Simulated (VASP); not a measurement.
# SiO2 (P4_2/mnm) in VASP: single point with PBEsol

Aim: the single point of SiO2 with PBEsol.

All numbers are computed with VASP 6.6.1; they aren't measurements. Logs are shortened: lines on timing, memory, paths and dates and some standing lists are left out, and cuts for length are marked.

## Step 1: The cell of the first run

Symmetry: P4_2/mnm, No. 136, tetragonal system. The conventional cell has a = 4.194 Å, b = 4.194 Å, c = 2.679 Å, α = 90.00°, β = 90.00°, γ = 90.00°. Within 2.3 Å of Si (site symmetry mmm) lie 6 O at 1.77 to 1.82 Å. Within 2.4 Å of O (site symmetry m2m) lie 3 Si at 1.77 to 1.82 Å and 1 O at 2.30 Å.

## Step 2: Single point, PBEsol

Contents of INCAR:

```
PREC = Accurate
ENCUT = 520
EDIFF = 1E-6
ISMEAR = -1
SIGMA = 0.05
LREAL = Auto
LASPH = T
NELM = 80
ALGO = Normal
ISIF = 2
LWAVE = F
LCHARG = T
GGA = PS
LELF = T
LVHAR = T
NBANDS = 234
ISYM = 0
```

Contents of KPOINTS:

```
Automatic mesh
0
Gamma
  1 1 1
  0.25 0.25 0.25
```

Contents of POSCAR:

```
SiO2
1.0
    8.3886930000      0.0000000000      0.0000000000
    0.0000000000      8.3886930000      0.0000000000
    0.0000000000      0.0000000000      8.0356430000
Si O
24 48
Direct
    0.0000000000      0.0000000000      0.0000000000
    0.0000000000      0.0000000000      0.3333330000
    0.0000000000      0.0000000000      0.6666670000
    0.0000000000      0.5000000000      0.0000000000
    0.0000000000      0.5000000000      0.3333330000
    0.0000000000      0.5000000000      0.6666670000
    0.5000000000      0.0000000000      0.0000000000
    0.5000000000      0.0000000000      0.3333330000
    0.5000000000      0.0000000000      0.6666670000
    0.5000000000      0.5000000000      0.0000000000
    0.5000000000      0.5000000000      0.3333330000
    0.5000000000      0.5000000000      0.6666670000
    0.2500000000      0.2500000000      0.1666670000
    0.2500000000      0.2500000000      0.5000000000
    0.2500000000      0.2500000000      0.8333330000
    0.2500000000      0.7500000000      0.1666670000
    0.2500000000      0.7500000000      0.5000000000
    0.2500000000      0.7500000000      0.8333330000
    0.7500000000      0.2500000000      0.1666670000
    0.7500000000      0.2500000000      0.5000000000
    0.7500000000      0.2500000000      0.8333330000
    0.7500000000      0.7500000000      0.1666670000
    0.7500000000      0.7500000000      0.5000000000
    0.7500000000      0.7500000000      0.8333330000
    0.1530190000      0.1530190000      0.0000000000
    0.1530190000      0.1530190000      0.3333330000
    0.1530190000      0.1530190000      0.6666670000
    0.1530190000      0.6530190000      0.0000000000
    0.1530190000      0.6530190000      0.3333330000
    0.1530190000      0.6530190000      0.6666670000
    0.6530190000      0.1530190000      0.0000000000
    0.6530190000      0.1530190000      0.3333330000
    0.6530190000      0.1530190000      0.6666670000
    0.6530190000      0.6530190000      0.0000000000
    0.6530190000      0.6530190000      0.3333330000
    0.6530190000      0.6530190000      0.6666670000
    0.3469810000      0.3469810000      0.0000000000
    0.3469810000      0.3469810000      0.3333330000
    0.3469810000      0.3469810000      0.6666670000
    0.3469810000      0.8469810000      0.0000000000
    0.3469810000      0.8469810000      0.3333330000
    0.3469810000      0.8469810000      0.6666670000
    0.8469810000      0.3469810000      0.0000000000
    0.8469810000      0.3469810000      0.3333330000
    0.8469810000      0.3469810000      0.6666670000
    0.8469810000      0.8469810000      0.0000000000
    0.8469810000      0.8469810000      0.3333330000
    0.8469810000      0.8469810000      0.6666670000
    0.0969810000      0.4030190000      0.1666670000
    0.0969810000      0.4030190000      0.5000000000
    0.0969810000      0.4030190000      0.8333330000
    0.0969810000      0.9030190000      0.1666670000
    0.0969810000      0.9030190000      0.5000000000
    0.0969810000      0.9030190000      0.8333330000
    0.5969810000      0.4030190000      0.1666670000
    0.5969810000      0.4030190000      0.5000000000
    0.5969810000      0.4030190000      0.8333330000
    0.5969810000      0.9030190000      0.1666670000
    0.5969810000      0.9030190000      0.5000000000
    0.5969810000      0.9030190000      0.8333330000
    0.4030190000      0.0969810000      0.1666670000
    0.4030190000      0.0969810000      0.5000000000
    0.4030190000      0.0969810000      0.8333330000
    0.4030190000      0.5969810000      0.1666670000
    0.4030190000      0.5969810000      0.5000000000
    0.4030190000      0.5969810000      0.8333330000
    0.9030190000      0.0969810000      0.1666670000
    0.9030190000      0.0969810000      0.5000000000
    0.9030190000      0.0969810000      0.8333330000
    0.9030190000      0.5969810000      0.1666670000
    0.9030190000      0.5969810000      0.5000000000
    0.9030190000      0.5969810000      0.8333330000
```

Potentials or basis: VASP PAW PBE potentials, release 64 (Si, O).

On the command line:

```
$ cat potpaw_PBE.64/Si/POTCAR potpaw_PBE.64/O/POTCAR > POTCAR
$ mpirun -np 1 vasp_std > vasp.out
```

OUTCAR:

```text
PREC = Accurate
   ENCUT = 520
   EDIFF = 1E-6
   ISMEAR = -1
   LREAL = Auto
   LASPH = T
   NELM = 80
   ISIF = 2
   GGA = PS
   ISYM = 0

 ion  position               nearest neighbor table
   1  0.000  0.000  0.000-  52 1.77  54 1.77  67 1.77  69 1.77  25 1.82  46 1.82   2 2.68   3 2.68

   2  0.000  0.000  0.333-  52 1.77  67 1.77  53 1.77  68 1.77  26 1.82  47 1.82   1 2.68   3 2.68

   3  0.000  0.000  0.667-  54 1.77  69 1.77  68 1.77  53 1.77  27 1.82  48 1.82   1 2.68   2 2.68

   4  0.000  0.500  0.000-  49 1.77  51 1.77  70 1.77  72 1.77  28 1.82  43 1.82   5 2.68   6 2.68

   5  0.000  0.500  0.333-  49 1.77  70 1.77  50 1.77  71 1.77  29 1.82  44 1.82   4 2.68   6 2.68

   6  0.000  0.500  0.667-  51 1.77  72 1.77  71 1.77  50 1.77  30 1.82  45 1.82   4 2.68   5 2.68

   7  0.500  0.000  0.000-  58 1.77  60 1.77  61 1.77  63 1.77  31 1.82  40 1.82   8 2.68   9 2.68

   8  0.500  0.000  0.333-  58 1.77  61 1.77  59 1.77  62 1.77  32 1.82  41 1.82   7 2.68   9 2.68

   9  0.500  0.000  0.667-  60 1.77  63 1.77  62 1.77  59 1.77  33 1.82  42 1.82   7 2.68   8 2.68

  10  0.500  0.500  0.000-  55 1.77  57 1.77  64 1.77  66 1.77  34 1.82  37 1.82  11 2.68  12 2.68
[... 75 lines left out ...]
  71  0.903  0.597  0.500-   5 1.77   6 1.77  23 1.82
  72  0.903  0.597  0.833-   6 1.77   4 1.77  24 1.82

IMPORTANT INFORMATION: All symmetrisations will be switched off!
NOSYMM: (Re-)initialisation of all symmetry stuff for point group C_1.

----------------------------------------------------------------------------------------

                                     Primitive cell

  volume of cell :     565.4696

  direct lattice vectors                    reciprocal lattice vectors
     8.388693000  0.000000000  0.000000000     0.119208082  0.000000000  0.000000000
     0.000000000  8.388693000  0.000000000     0.000000000  0.119208082  0.000000000
     0.000000000  0.000000000  8.035643000     0.000000000  0.000000000  0.124445548

  length of vectors
     8.388693000  8.388693000  8.035643000     0.119208082  0.119208082  0.124445548

  position of ions in fractional coordinates (direct lattice)
     0.000000000  0.000000000  0.000000000
     0.000000000  0.000000000  0.333333000
     0.000000000  0.000000000  0.666667000
     0.000000000  0.500000000  0.000000000
     0.000000000  0.500000000  0.333333000
     0.000000000  0.500000000  0.666667000
[... 64 lines left out ...]
     0.903019000  0.596981000  0.500000000
     0.903019000  0.596981000  0.833333000

  ion indices of the primitive-cell ions
   primitive index   ion index
                 1           1
                 2           2
                 3           3
                 4           4
                 5           5
                 6           6
[... 64 lines left out ...]
                71          71
                72          72

----------------------------------------------------------------------------------------

 KPOINTS: Automatic mesh

Automatic generation of k-mesh.
 Grid dimensions read from file:
 generate k-points for:    1    1    1

 Generating k-lattice:

  Cartesian coordinates                     Fractional coordinates (reciprocal lattice)
     0.119208082  0.000000000  0.000000000     1.000000000  0.000000000  0.000000000
     0.000000000  0.119208082  0.000000000     0.000000000  1.000000000  0.000000000
     0.000000000  0.000000000  0.124445548     0.000000000  0.000000000  1.000000000

  Length of vectors
     0.119208082  0.119208082  0.124445548

  Shift w.r.t. Gamma in fractional coordinates (k-lattice)
     0.250000000  0.250000000  0.250000000

 Subroutine IBZKPT returns following result:
 ===========================================

 Found      4 irreducible k-points:

 Following reciprocal coordinates:
            Coordinates               Weight
  0.250000  0.250000  0.250000      2.000000
 -0.250000  0.250000  0.250000      2.000000
 -0.250000 -0.250000  0.250000      2.000000
  0.250000 -0.250000  0.250000      2.000000
   k-points           NKPTS =      4   k-points in BZ     NKDIM =      4   number of bands    NBANDS=    234
   number of dos      NEDOS =    301   number of ions     NIONS =     72
   total plane-waves  NPLWV = 245760
   dimension x,y,z NGX =    64 NGY =   64 NGZ =   60
   dimension x,y,z NGXF=   128 NGYF=  128 NGZF=  120
   ions per type =              24  48
   NGX,Y,Z   is equivalent  to a cutoff of  12.68, 12.68, 12.41 a.u.
   NGXF,Y,Z  is equivalent  to a cutoff of  25.37, 25.37, 24.83 a.u.
 SYSTEM =  unknown system
   PREC   = accura    normal or accurate (medium, high low for compatibility)
   ISTART =      0    job   : 0-new  1-cont  2-samecut
   ICHARG =      2    charge: 1-file 2-atom 10-const
   ISPIN  =      1    spin polarized calculation?
   LNONCOLLINEAR =      F non collinear calculations
   LSORBIT =      F    spin-orbit coupling
   LASPH  =      T    aspherical Exc in radial PAW
   ENCUT  =  520.0 eV  38.22 Ry    6.18 a.u.  15.60 15.60 14.94*2*pi/ulx,y,z
   NELM   =     80;   NELMIN=  2; NELMDL= -5     # of ELM steps
   EDIFF  = 0.1E-05   stopping-criterion for ELM
   LREAL  =      T    real-space projection
   EDIFFG = 0.1E-04   stopping-criterion for IOM
   NSW    =      0    number of steps for IOM
   IBRION =     -1    ionic relax: 0-MD 1-quasi-New 2-CG
   NFREE  =      0    steps in history (QN), initial steepest desc. (CG)
   ISIF   =      2    stress and relaxation
   ISYM   =      0    0-nonsym 1-usesym 2-fastsym
   POTIM  = 0.5000    time-step for ionic-motion
   TEBEG  =    0.0;   TEEND  =   0.0 temperature during run
   PSTRESS=    0.0 pullay stress
   NELECT =     384.0000    total number of electrons
   NUPDOWN=      -1.0000    fix difference up-down
   EMIN   =  10.00;   EMAX   =-10.00  energy-range for DOS
   EFERMI =   0.00;   METHOD = LEGACY
   ISMEAR =    -1;   SIGMA  =   0.05  broadening in eV -4-tet -1-fermi 0-gaus
   EFERMI_NEDOS =   21; number of points for ismear=-14 and -15
   IALGO  =     38    algorithm
   IMIX   =      4    mixing-type and parameters
     AMIX     =   0.40;   BMIX     =  1.00
     AMIX_MAG =   1.60;   BMIX_MAG =  1.00
  volume/ion in A,a.u.               =       7.85        53.00
  Fermi-wavevector in a.u.,A,eV,Ry     =   1.438960  2.719241 28.172317  2.070607
  Thomas-Fermi vector in A             =   2.557869
   LORBIT       =      0    0 simple, 1 ext, 2 COOP (PROOUT), +10 PAW based schemes
   GGA     = PS    functional components
   LHFCALC =     F    Hartree Fock is set to
   AEXX    =    0.0000 exact exchange contribution
   IVDW    =     0    specifies the selected vdW correction
   LEPSILON=     F    determine dielectric tensor
   LRPA    =     F    only Hartree local field effects (RPA)
 non-spin polarized calculation
  energy-cutoff  :      520.00
  volume of cell :      565.47
 maximum number of plane-waves:     15222
 NGX is ok and might be reduce to    64
   NGX = 31   NGY = 31   NGZ = 29

 number of electron     383.9999727 magnetization

 Free energy of the ion-electron system (eV)
  ---------------------------------------------------
  ext. energy  EPLUGINS =         0.00000000
  ---------------------------------------------------
  free energy    TOTEN  =      -587.86757832 eV

  energy without entropy =     -587.86757832  energy(sigma->0) =     -587.86757832

 E-fermi :   8.9356     XC(G=0): -12.4679

 val. band max:        7.7282751644   @ k =   0.2500   0.2500   0.2500
 cond. band min:      14.1364239277   @ k =   0.2500   0.2500   0.2500
 fundamental gap:      6.4081487633
 Fermi energy:         8.9356166374

 k-point     1 :       0.2500    0.2500    0.2500
  band No.  band energies     occupation
      1     -14.1906      2.00000
      2     -13.5745      2.00000
      3     -13.5744      2.00000
      4     -13.4951      2.00000
      5     -13.0703      2.00000
      6     -12.9355      2.00000
[... 196 lines left out ...]
    203      15.8983      0.00000
    204      15.8983      0.00000

 k-point     2 :      -0.2500    0.2500    0.2500
  band No.  band energies     occupation
      1     -14.1906      2.00000
      2     -13.5744      2.00000
      3     -13.5744      2.00000
      4     -13.4951      2.00000
      5     -13.0703      2.00000
      6     -12.9355      2.00000
[... 196 lines left out ...]
    203      15.8983      0.00000
    204      15.8983      0.00000

 k-point     3 :      -0.2500   -0.2500    0.2500
  band No.  band energies     occupation
      1     -14.1906      2.00000
      2     -13.5745      2.00000
      3     -13.5744      2.00000
      4     -13.4951      2.00000
      5     -13.0703      2.00000
      6     -12.9355      2.00000
[... 196 lines left out ...]
    203      15.8983      0.00000
    204      15.8983      0.00000

 k-point     4 :       0.2500   -0.2500    0.2500
  band No.  band energies     occupation
      1     -14.1906      2.00000
      2     -13.5744      2.00000
      3     -13.5744      2.00000
      4     -13.4951      2.00000
      5     -13.0703      2.00000
      6     -12.9355      2.00000
[... 196 lines left out ...]
    203      15.8983      0.00000
    204      15.8983      0.00000
 [bands above 204 left out]

------------------------ aborting loop because EDIFF is reached ----------------------------------------

  FORCE on cell =-STRESS in cart. coord.  units (eV):
  Direction    XX          YY          ZZ          XY          YZ          ZX
  --------------------------------------------------------------------------------------
  -------------------------------------------------------------------------------------
  Total        1.3507377      1.3507329      4.4908928     -0.0012846     -0.0000051      0.0000056
  in kB        3.8271225      3.8271088     12.7243039     -0.0036399     -0.0000146      0.0000159
  external PRESSURE =       6.7928451 kB  Pullay stress =       0.0000000 kB

 VOLUME and BASIS-vectors are now :
 -----------------------------------------------------------------------------
  energy-cutoff  :      520.00
  volume of cell :      565.47
      direct lattice vectors                 reciprocal lattice vectors
     8.388693000  0.000000000  0.000000000     0.119208082  0.000000000  0.000000000
     0.000000000  8.388693000  0.000000000     0.000000000  0.119208082  0.000000000
     0.000000000  0.000000000  8.035643000     0.000000000  0.000000000  0.124445548

 POSITION                                       TOTAL-FORCE (eV/Angst)
 -----------------------------------------------------------------------------------
      0.00000      0.00000      0.00000        -0.000009     -0.000015      0.000014
      0.00000      0.00000      2.67854        -0.000026     -0.000017      0.000130
      0.00000      0.00000      5.35710        -0.000015     -0.000013     -0.000143
      0.00000      4.19435      0.00000        -0.000024     -0.000015     -0.000002
      0.00000      4.19435      2.67854        -0.000014     -0.000024      0.000125
      0.00000      4.19435      5.35710        -0.000004     -0.000003     -0.000122
[... 64 lines left out ...]
      7.57515      5.00789      4.01782        -0.022140      0.022137     -0.000007
      7.57515      5.00789      6.69637        -0.022193      0.022193      0.000093
 -----------------------------------------------------------------------------------
    total drift:                                0.000167      0.000031     -0.000008

  FREE ENERGIE OF THE ION-ELECTRON SYSTEM (eV)
  ---------------------------------------------------
  free  energy   TOTEN  =      -587.8675783220 eV

  energy  without entropy=     -587.8675783219  energy(sigma->0) =     -587.86757832
```

It took 25 min on 1 thread of Intel Xeon 8259CL, shared host; peak memory 0.71 GiB.

Results:

* Free energy: -587.8676 eV
* Pressure: 0.7 GPa
* Largest force: 0.031 eV/Å
* Band gap on the k mesh: 6.41 eV

Forces on the atoms (eV/Å):
```
Si   0.000  0.000  0.000
Si   0.000  0.000  0.000
Si   0.000  0.000  0.000
Si   0.000  0.000  0.000
Si   0.000  0.000  0.000
Si   0.000  0.000  0.000
Si   0.000  0.000  0.000
Si   0.000  0.000  0.000
Si   0.000  0.000  0.000
Si   0.000  0.000  0.000
Si   0.000  0.000  0.000
Si   0.000  0.000  0.000
Si   0.000  0.000  0.000
Si   0.000  0.000  0.000
Si   0.000  0.000  0.000
Si   0.000  0.000  0.000
Si   0.000  0.000  0.000
Si   0.000  0.000  0.000
Si   0.000  0.000  0.000
Si   0.000  0.000  0.000
Si   0.000  0.000  0.000
Si   0.000  0.000  0.000
Si   0.000  0.000  0.000
Si   0.000  0.000  0.000
O   -0.022 -0.022  0.000
O   -0.022 -0.022  0.000
O   -0.022 -0.022  0.000
O   -0.022 -0.022  0.000
O   -0.022 -0.022  0.000
O   -0.022 -0.022  0.000
O   -0.022 -0.022  0.000
O   -0.022 -0.022  0.000
O   -0.022 -0.022  0.000
O   -0.022 -0.022  0.000
O   -0.022 -0.022  0.000
O   -0.022 -0.022  0.000
O    0.022  0.022  0.000
O    0.022  0.022  0.000
O    0.022  0.022  0.000
O    0.022  0.022  0.000
O    0.022  0.022  0.000
O    0.022  0.022  0.000
O    0.022  0.022  0.000
O    0.022  0.022  0.000
O    0.022  0.022  0.000
O    0.022  0.022  0.000
O    0.022  0.022  0.000
O    0.022  0.022  0.000
O    0.022 -0.022  0.000
O    0.022 -0.022  0.000
O    0.022 -0.022  0.000
O    0.022 -0.022  0.000
O    0.022 -0.022  0.000
O    0.022 -0.022  0.000
O    0.022 -0.022  0.000
O    0.022 -0.022  0.000
O    0.022 -0.022  0.000
O    0.022 -0.022  0.000
O    0.022 -0.022  0.000
O    0.022 -0.022  0.000
O   -0.022  0.022  0.000
O   -0.022  0.022  0.000
O   -0.022  0.022  0.000
O   -0.022  0.022  0.000
O   -0.022  0.022  0.000
O   -0.022  0.022  0.000
O   -0.022  0.022  0.000
O   -0.022  0.022  0.000
O   -0.022  0.022  0.000
O   -0.022  0.022  0.000
O   -0.022  0.022  0.000
O   -0.022  0.022  0.000
```

Caveat: the PAW data sets were made with another functional, which shifts forces and pressure a little; a shifted mesh leaves out Γ, where band edges can lie. A k mesh can miss the band edges.
